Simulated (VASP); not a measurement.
# Be (C2/m) in VASP: relaxation of cell and atoms with PBE

Aim: the relaxation of cell and atoms of Be with PBE.

All numbers are computed with VASP 6.6.1; they aren't measurements. Logs are shortened: lines on timing, memory, paths and dates and some standing lists are left out, and cuts for length are marked.

### Step 1. The cell of the first run

It takes space group C2/m (No. 12, monoclinic). The conventional cell has a = 7.826 Å, b = 5.531 Å, c = 3.644 Å, α = 90.00°, β = 116.30°, γ = 90.00°. Be (site symmetry m) has 1 Be at 1.18 Å within 1.6 Å. Be (site symmetry m) has 1 Be at 1.18 Å within 1.6 Å. Within 1.6 Å of Be (site symmetry 1) lie 1 Be at 1.18 Å.

### Step 2. Relaxation of cell and atoms, PBE

INCAR

```
SYSTEM = Be
ALGO = Fast ; EDIFF = 1E-7
EDIFFG = -0.04 ; ENCUT = 600
GGA = PE ; IBRION = 2
ISIF = 3 ; ISMEAR = 0
LASPH = .True. ; LCHARG = .False.
LREAL = .False. ; LWAVE = .False.
NELM = 60 ; NSW = 90
PREC = Accurate ; SIGMA = 0.1
```

KPOINTS

```
k-points
0
Gamma
  4 4 6
  0 0 0
```

POSCAR

```
Be
1.0
    3.9129496567     -2.7655765892      0.0000000000
    3.9129496567      2.7655765892      0.0000000000
   -1.6145115040      0.0000000000      3.2667090828
Be
8
Direct
    0.8260000000      0.8260000000      0.1740000000
    0.1740000000      0.1740000000      0.8260000000
    0.2480000000      0.2480000000      0.1860000000
    0.7520000000      0.7520000000      0.8140000000
    0.7691000000      0.3029000000      0.1810000000
    0.6971000000      0.2309000000      0.8190000000
    0.2309000000      0.6971000000      0.8190000000
    0.3029000000      0.7691000000      0.1810000000
```

Potentials or basis: VASP PAW PBE potentials, release 64 (Be).

Launch:

```console
cat potpaw_PBE.64/Be/POTCAR > POTCAR
mpirun -np 1 vasp_std > vasp.out
```

OUTCAR:

```text
SYSTEM = Be
   EDIFF = 1E-7
   EDIFFG = -0.04
   ENCUT = 600
   GGA = PE
   IBRION = 2
   ISIF = 3
   ISMEAR = 0
   LASPH = .True.
   LREAL = .False.
   NELM = 60
   NSW = 90
   PREC = Accurate

 ion  position               nearest neighbor table
   1  0.826  0.826  0.174-   4 1.18   5 2.20   8 2.20
   2  0.174  0.174  0.826-   3 1.18   6 2.20   7 2.20
   3  0.248  0.248  0.186-   2 1.18   5 2.21   8 2.21
   4  0.752  0.752  0.814-   1 1.18   6 2.21   7 2.21
   5  0.769  0.303  0.181-   6 1.18   1 2.20   3 2.21
   6  0.697  0.231  0.819-   5 1.18   2 2.20   4 2.21
   7  0.231  0.697  0.819-   8 1.18   2 2.20   4 2.21
   8  0.303  0.769  0.181-   7 1.18   1 2.20   3 2.21

 -----------------------------------------------------------------------------
|                                                                             |
|           W    W    AA    RRRRR   N    N  II  N    N   GGGG   !!!           |
|           W    W   A  A   R    R  NN   N  II  NN   N  G    G  !!!           |
|           W    W  A    A  R    R  N N  N  II  N N  N  G       !!!           |
|           W WW W  AAAAAA  RRRRR   N  N N  II  N  N N  G  GGG   !            |
|           WW  WW  A    A  R   R   N   NN  II  N   NN  G    G                |
|           W    W  A    A  R    R  N    N  II  N    N   GGGG   !!!           |
|                                                                             |
|     The distance between some ions is very small. Please check the          |
|     nearest-neighbor list in the OUTCAR file.                               |
|     I HOPE YOU KNOW WHAT YOU ARE DOING!                                     |
|                                                                             |
 -----------------------------------------------------------------------------

  LATTYP: Found a base centered monoclinic cell.
 ALAT       =     7.8258993134
 B/A-ratio  =     0.7067754078
 C/A-ratio  =     0.4656211067
 COS(beta)  =    -0.4430719219

  Lattice vectors:

 A1 = (   3.9129496567,  -2.7655765892,   0.0000000000)
 A2 = (   3.9129496567,   2.7655765892,   0.0000000000)
 A3 = (  -1.6145115040,   0.0000000000,   3.2667090828)

Analysis of symmetry for initial positions (statically):
=====================================================================
 Subroutine PRICEL returns:
 Original cell was already a primitive cell.

 Routine SETGRP: Setting up the symmetry group for a
 base centered monoclinic supercell.

 Subroutine GETGRP returns: Found  4 space group operations
 (whereof  4 operations were pure point group operations)
 out of a pool of  4 trial point group operations.

The static configuration has the point symmetry C_2h.

Analysis of symmetry for dynamics (positions and initial velocities):
=====================================================================
 Subroutine PRICEL returns:
 Original cell was already a primitive cell.

 Routine SETGRP: Setting up the symmetry group for a
 base centered monoclinic supercell.

 Subroutine GETGRP returns: Found  4 space group operations
 (whereof  4 operations were pure point group operations)
 out of a pool of  4 trial point group operations.

The dynamic configuration has the point symmetry C_2h.

 Subroutine INISYM returns: Found  4 space group operations
 (whereof  4 operations are pure point group operations),
 and found     1 'primitive' translations

----------------------------------------------------------------------------------------

                                     Primitive cell

  volume of cell :      70.7018

  direct lattice vectors                    reciprocal lattice vectors
     3.912949657 -2.765576589  0.000000000     0.127780842 -0.180794125  0.063153355
     3.912949657  2.765576589  0.000000000     0.127780842  0.180794125  0.063153355
    -1.614511504  0.000000000  3.266709083     0.000000000  0.000000000  0.306118474

  length of vectors
     4.791616521  4.791616521  3.643903899     0.230223382  0.230223382  0.306118474

  position of ions in fractional coordinates (direct lattice)
     0.826000000  0.826000000  0.174000000
     0.174000000  0.174000000  0.826000000
     0.248000000  0.248000000  0.186000000
     0.752000000  0.752000000  0.814000000
     0.769100000  0.302900000  0.181000000
     0.697100000  0.230900000  0.819000000
     0.230900000  0.697100000  0.819000000
     0.302900000  0.769100000  0.181000000

  ion indices of the primitive-cell ions
   primitive index   ion index
                 1           1
                 2           2
                 3           3
                 4           4
                 5           5
                 6           6
                 7           7
                 8           8

----------------------------------------------------------------------------------------

 KPOINTS: k-points

Automatic generation of k-mesh.
 Grid dimensions read from file:
 generate k-points for:    4    4    6

 Generating k-lattice:

  Cartesian coordinates                     Fractional coordinates (reciprocal lattice)
     0.031945210 -0.045198531  0.015788339     0.250000000 -0.000000000  0.000000000
     0.031945210  0.045198531  0.015788339    -0.000000000  0.250000000  0.000000000
     0.000000000  0.000000000  0.051019746     0.000000000  0.000000000  0.166666667

  Length of vectors
     0.057555845  0.057555845  0.051019746

  Shift w.r.t. Gamma in fractional coordinates (k-lattice)
     0.000000000  0.000000000  0.000000000

 Subroutine IBZKPT returns following result:
 ===========================================

 Found     34 irreducible k-points:

 Following reciprocal coordinates:
            Coordinates               Weight
  0.000000  0.000000  0.000000      1.000000
  0.250000 -0.000000  0.000000      4.000000
  0.500000 -0.000000  0.000000      2.000000
  0.250000  0.250000  0.000000      2.000000
  0.500000  0.250000  0.000000      4.000000
 -0.250000  0.250000  0.000000      2.000000
[... 16 lines left out ...]
  0.500000  0.250000  0.333333      4.000000
 -0.250000  0.250000  0.333333      4.000000
 [... further k-points ...]
   k-points           NKPTS =     34   k-points in BZ     NKDIM =     34   number of bands    NBANDS=     13
   number of dos      NEDOS =    301   number of ions     NIONS =      8
   total plane-waves  NPLWV =  48000
   dimension x,y,z NGX =    40 NGY =   40 NGZ =   30
   dimension x,y,z NGXF=    80 NGYF=   80 NGZF=   60
   ions per type =               8
   NGX,Y,Z   is equivalent  to a cutoff of  13.88, 13.88, 13.69 a.u.
   NGXF,Y,Z  is equivalent  to a cutoff of  27.76, 27.76, 27.37 a.u.
 SYSTEM =  Be
   PREC   = accura    normal or accurate (medium, high low for compatibility)
   ISTART =      0    job   : 0-new  1-cont  2-samecut
   ICHARG =      2    charge: 1-file 2-atom 10-const
   ISPIN  =      1    spin polarized calculation?
   LNONCOLLINEAR =      F non collinear calculations
   LSORBIT =      F    spin-orbit coupling
   LASPH  =      T    aspherical Exc in radial PAW
   ENCUT  =  600.0 eV  44.10 Ry    6.64 a.u.   9.57  9.57  7.28*2*pi/ulx,y,z
   NELM   =     60;   NELMIN=  2; NELMDL= -5     # of ELM steps
   EDIFF  = 0.1E-06   stopping-criterion for ELM
   LREAL  =      F    real-space projection
   EDIFFG = -.4E-01   stopping-criterion for IOM
   NSW    =     90    number of steps for IOM
   IBRION =      2    ionic relax: 0-MD 1-quasi-New 2-CG
   NFREE  =      1    steps in history (QN), initial steepest desc. (CG)
   ISIF   =      3    stress and relaxation
   ISYM   =      2    0-nonsym 1-usesym 2-fastsym
   POTIM  = 0.5000    time-step for ionic-motion
   TEBEG  =    0.0;   TEEND  =   0.0 temperature during run
   PSTRESS=    0.0 pullay stress
   NELECT =      16.0000    total number of electrons
   NUPDOWN=      -1.0000    fix difference up-down
   EMIN   =  10.00;   EMAX   =-10.00  energy-range for DOS
   EFERMI =   0.00;   METHOD = LEGACY
   ISMEAR =     0;   SIGMA  =   0.10  broadening in eV -4-tet -1-fermi 0-gaus
   EFERMI_NEDOS =   21; number of points for ismear=-14 and -15
   IALGO  =     68    algorithm
   IMIX   =      4    mixing-type and parameters
     AMIX     =   0.40;   BMIX     =  1.00
     AMIX_MAG =   1.60;   BMIX_MAG =  1.00
  volume/ion in A,a.u.               =       8.84        59.64
  Fermi-wavevector in a.u.,A,eV,Ry     =   0.997634  1.885255 13.541527  0.995274
  Thomas-Fermi vector in A             =   2.129804
   LORBIT       =      0    0 simple, 1 ext, 2 COOP (PROOUT), +10 PAW based schemes
   GGA     = PE    functional components
   LHFCALC =     F    Hartree Fock is set to
   AEXX    =    0.0000 exact exchange contribution
   IVDW    =     0    specifies the selected vdW correction
   LEPSILON=     F    determine dielectric tensor
   LRPA    =     F    only Hartree local field effects (RPA)
 conjugate gradient relaxation of ions
 non-spin polarized calculation
 RMM-DIIS sequential band-by-band and
 Gauss-broadening in eV      SIGMA  =   0.10
  energy-cutoff  :      600.00
  volume of cell :       70.70
 maximum number of plane-waves:      2373
 NGX is ok and might be reduce to    40
   NGX = 19   NGY = 19   NGZ = 15

--------------------------------------- Ionic step        1  -------------------------------------------

 number of electron      16.0000000 magnetization

 Free energy of the ion-electron system (eV)
  ---------------------------------------------------
  ext. energy  EPLUGINS =         0.00000000
  ---------------------------------------------------
  free energy    TOTEN  =         4.55621605 eV

  energy without entropy =        4.57297234  energy(sigma->0) =        4.56459420

------------------------ aborting loop because EDIFF is reached ----------------------------------------

  FORCE on cell =-STRESS in cart. coord.  units (eV):
  Direction    XX          YY          ZZ          XY          YZ          ZX
  --------------------------------------------------------------------------------------
  -------------------------------------------------------------------------------------
  Total      -17.7343916    -14.2885519    118.0287434      0.0000000      0.0000000     -0.5525023
  in kB     -401.8800703   -323.7936994   2674.6561606      0.0000000      0.0000000    -12.5202875
  external PRESSURE =     649.6607970 kB  Pullay stress =       0.0000000 kB
[... 884 lines left out ...]
      2      -1.6902      2.00000
      3      -1.2682      2.00000
      4      -0.0455      2.00000
      5       1.5581      2.00000
      6       2.9321      2.00000
      7       3.3874      2.00000
      8       5.5284      0.02479
      9       6.3935      0.00000
     10       7.7370      0.00000
     11       8.1922      0.00000
     12       8.6226      0.00000
     13       9.5681      0.00000

 [... further k-points ...]

[... ionic steps 4 to 69 ...]

--------------------------------------- Ionic step       70  -------------------------------------------

 number of electron      16.0000000 magnetization

------------------------ aborting loop because EDIFF is reached ----------------------------------------
[... 79 lines left out ...]
--------------------------------------- Ionic step       72  -------------------------------------------

 number of electron      16.0000000 magnetization

 Free energy of the ion-electron system (eV)
  ---------------------------------------------------
  ext. energy  EPLUGINS =         0.00000000
  ---------------------------------------------------
  free energy    TOTEN  =       -30.12054101 eV

  energy without entropy =      -30.11064946  energy(sigma->0) =      -30.11559523

 E-fermi :   7.7169     XC(G=0): -10.6032

 val. band max:        7.7162305453   @ k =   0.2500   0.2500   0.0000
 cond. band min:       7.7243574211   @ k =   0.2500  -0.0000   0.0000
 fundamental gap:      0.0081268757
 Fermi energy:         7.7169143838
[... 419 lines left out ...]
  FREE ENERGIE OF THE ION-ELECTRON SYSTEM (eV)
  ---------------------------------------------------
  free  energy   TOTEN  =       -30.1205410064 eV

  energy  without entropy=      -30.1106494554  energy(sigma->0) =      -30.11559523

 reached required accuracy - stopping structural energy minimisation
```

Wall time 25 min (1 thread of Intel Xeon Platinum 8375C at 2.90GHz (Ice Lake), shared host); peak memory 0.24 GiB.

Results:

| Quantity | Value |
| --- | --- |
| Free energy | -30.1205 eV |
| Relaxed volume | 7.91 Å³/atom |
| Relaxed cell | a = 4.514 Å, b = 4.514 Å, c = 3.589 Å, α = 90.02°, β = 90.02°, γ = 59.95° |
| Space group after relaxing (to 0.05 Å) | P6_3/mmc (No. 194) |
| Energy gained by relaxing | 4334.6 meV/atom |
| Ionic steps | 72 |
| Pressure after relaxing | -0.1 GPa |
| Largest force after relaxing | 0.038 eV/Å |
| Band gap on the k mesh | zero (band 8 reaches 7.84 eV, above the bottom of band 9 at 7.72 eV) |

Forces on the atoms (eV/Å):
```
Be   0.034  0.000 -0.010
Be  -0.034  0.000  0.010
Be  -0.027  0.000  0.012
Be   0.027  0.000 -0.012
Be   0.012  0.026 -0.025
Be  -0.012  0.026  0.025
Be  -0.012 -0.026  0.025
Be   0.012 -0.026 -0.025
```

Step by step:
```csv
step,energy change (eV),largest force (eV/Å),pressure (GPa),volume (Å³)
1,0.0000,27.0397,64.97,70.70
3,-28.7954,2.8115,-0.29,106.01
5,-29.3581,2.2408,2.20,104.02
7,-30.3998,0.6971,-2.13,106.51
9,-30.6079,0.6907,-0.81,103.84
11,-30.9952,0.7803,4.04,95.23
13,-31.1024,0.7937,1.63,96.72
15,-31.1716,0.3700,-1.69,99.80
17,-31.2313,0.1975,-0.21,96.73
19,-31.2575,0.1725,0.08,95.25
21,-31.3358,0.8499,-1.20,89.51
23,-31.3884,0.8904,-1.52,88.17
25,-31.6883,1.0316,-2.48,82.01
27,-25.6842,12.4654,54.92,55.47
29,-31.7558,2.5551,12.28,64.43
31,-31.8211,2.2911,9.83,65.76
33,-31.8565,2.4164,10.96,64.93
35,-31.9854,2.2430,9.78,65.24
37,-32.4433,1.5300,5.02,66.65
39,-32.7364,1.1339,-6.98,72.30
41,-32.9275,0.8365,-3.83,70.02
43,-33.3087,0.7006,-1.68,66.83
45,-33.3440,0.8631,0.88,64.98
47,-33.6270,0.5161,0.95,63.11
49,-33.7407,0.2774,-0.40,63.50
51,-33.7471,0.3060,-0.55,63.59
53,-33.9057,0.7136,0.10,63.23
55,-34.0691,0.5563,0.68,63.14
57,-34.1005,0.7364,1.06,63.09
59,-34.1234,0.9404,1.72,63.01
61,-34.1957,1.1569,1.68,63.37
63,-34.4865,0.6188,-1.30,64.52
65,-34.5608,0.3882,-2.99,65.36
67,-34.6357,0.2473,-0.03,63.48
69,-34.6650,0.1593,1.03,62.75
71,-34.6747,0.0672,-0.49,63.49
72,-34.6768,0.0384,-0.12,63.31
```

Final structure:
```
CELL_PARAMETERS angstrom
3.85943 -2.25535 0.62765
3.85943 2.25535 0.62765
-0.57791 0.00000 3.54241
ATOMIC_POSITIONS crystal
Be 0.83254 0.83254 0.75039
Be 0.16746 0.16746 0.24961
Be 0.33390 0.33390 0.74820
Be 0.66610 0.66610 0.25180
Be 0.83402 0.33234 0.75117
Be 0.66766 0.16598 0.24883
Be 0.16598 0.66766 0.24883
Be 0.33234 0.83402 0.75117
```

Caveat: the k points lie up to 0.40 Å⁻¹ apart in the final cell.
